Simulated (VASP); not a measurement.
A run of VASP 6.6.1:

POSCAR

```
Ca3GeN
1.0
    4.8861337249      0.0000000000      0.0000000000
    0.0000000000      4.8861337249      0.0000000000
    0.0000000000      0.0000000000      4.8861337249
Ca Ge N
3 1 1
Direct
    0.0000000000      0.5000000000      0.5000000000
    0.5000000000      0.0000000000      0.5000000000
    0.5000000000      0.5000000000      0.0000000000
    0.0000000000      0.0000000000      0.0000000000
    0.5000000000      0.5000000000      0.5000000000
```

File INCAR.step1:

```
SYSTEM = Ca3GeN
ALGO = Normal ; EDIFF = 1E-4
ENCUT = 520 ; GGA = PE
ISMEAR = 0 ; LASPH = .TRUE.
LCHARG = .FALSE. ; LREAL = .FALSE.
LWAVE = .TRUE. ; NBANDS = 32
NELM = 100 ; PREC = Accurate
SIGMA = 0.1
```

File INCAR.step2:

```
SYSTEM = Ca3GeN
ALGO = Normal ; EDIFF = 1E-6
ENCUT = 520 ; ISIF = 2
ISMEAR = 0 ; ISTART = 1
LASPH = .TRUE. ; LCHARG = .FALSE.
LMIXTAU = .TRUE. ; LREAL = .FALSE.
LWAVE = .FALSE. ; METAGGA = R2SCAN
NBANDS = 32 ; NELM = 100
PREC = Accurate ; SIGMA = 0.1
```

File KPOINTS:

```
k-points
0
G
  8 8 8
  0 0 0
```

Potentials or basis: VASP PAW PBE potentials, release 64 (Ca_sv, Ge_d, N).

The run is started by

```console
$ cat potpaw_PBE.64/Ca_sv/POTCAR potpaw_PBE.64/Ge_d/POTCAR potpaw_PBE.64/N/POTCAR > POTCAR
$ cp INCAR.step1 INCAR
$ mpirun -np 1 vasp_std > vasp.out
$ cp INCAR.step2 INCAR
$ mpirun -np 1 vasp_std > vasp.out
```

Hardware: 1 thread of Intel(R) Xeon(R) 6975P-C (Granite Rapids) (shared host).

**Question.** How long does it take, and how much memory?

**Answer.** It took 3.2 min on 1 thread of Intel(R) Xeon(R) 6975P-C (Granite Rapids), on a shared host, peak memory 0.3 GiB. Counts: k points 35.
